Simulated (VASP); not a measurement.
Crystal: PbS.

```
Pb S
1.0
     0.00000    2.98723    2.98723
     2.98723    0.00000    2.98723
     2.98723    2.98723    0.00000
Pb S
1 1
Cartesian
  0.0000 0.0000 0.0000
  2.9872 2.9872 2.9872
```

Base run:

- Program: VASP 6.6.1
- Functional: r2SCAN
- Potentials or basis: VASP PAW PBE potentials, release 64 (Pb_d, S)
- Cutoff: 520 eV
- k mesh: 6 × 6 × 6
- Occupations: gaussian, width 0.01 eV
- Spin: no spin polarisation

Its results: band gap on the k mesh 0.70 eV, direct; pressure 0.0 GPa.

The run is repeated on the same cell with these changes: functional from r2SCAN to PBE; further incar settings from ALGO = Normal; EDIFF = 1e-07; NBANDS = 17 to ALGO = Normal; EDIFF = 1e-06; NBANDS = 17. What comes out?

Band gap on the k mesh 0.44 eV, direct; pressure 0.8 GPa.

Caveats: spin-orbit coupling is left out, which moves the levels of the heavy elements; the PAW data sets were made with another functional, which shifts forces and pressure a little (some runs).

A k mesh can miss the band edges.
